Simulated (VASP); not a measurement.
Runs of VASP 6.6.1 on Sb. The structure is that of space group R-3m (No. 166), or close to it. The cells are those of the table. 

| potentials or basis | cell | cutoff (eV) | second run | gap on the mesh (eV) | pressure (GPa) | largest force (eV/Å) |
| --- | --- | --- | --- | --- | --- | --- |
| VASP PAW LDA potentials, release 64 (Sb_d_GW) | a = 4.261 Å, angles 64.4°, 2 atoms | 500 | valence_matched | none | -2.1 | 0.27 |
| VASP PAW LDA potentials, release 64 (Sb) | a = 4.366 Å, angles 60.9°, 2 atoms | 520 | - | none | -1.3 | 0.24 |
| VASP PAW LDA potentials, release 64 (Sb_d_GW) | a = 4.429 Å, angles 59.0°, 2 atoms | 500 | valence_matched | none | -1.1 | (b) |
| VASP PAW LDA potentials, release 64 (Sb_d_GW) | a = 4.659 Å, angles 53.1°, 2 atoms | 500 | valence_matched | none | -0.4 | 0.02 |
| VASP PAW LDA potentials, release 64 (Sb) | a = 4.659 Å, angles 53.1°, 2 atoms | 520 | - | none | -0.1 | 0.06 |
| VASP PAW LDA potentials, release 64 (Sb_d_GW) | a = 4.831 Å, angles 49.5°, 2 atoms | 500 | valence_matched | none | -0.4 | (a) |
| VASP PAW LDA potentials, release 64 (Sb) | a = 4.429 Å, angles 59.0°, 2 atoms | 520 | - | none | -0.9 | 0.21 |
| VASP PAW LDA potentials, release 64 (Sb) | a = 4.831 Å, angles 49.5°, 2 atoms | 520 | - | none | -0.1 | 0.14 |
| VASP PAW LDA potentials, release 64 (Sb) | a = 4.261 Å, angles 64.4°, 2 atoms | 520 | - | none | -2.0 | 0.30 |

Alike in all rows: task single point; level LDA; no spin polarisation; k mesh 15 × 15 × 15; smearing gaussian 0.15 eV.

Q: Estimate the missing entries.

A: (a) 0.22; (b) 0.16.

Caveats: spin-orbit coupling is left out, which moves the levels of the heavy elements.

A k mesh can miss the band edges, and the runs leave out spin-orbit coupling on Sb.

A gap of «none» marks levels without a gap at the run's occupations.

The runs don't all hold the same shells in valence.
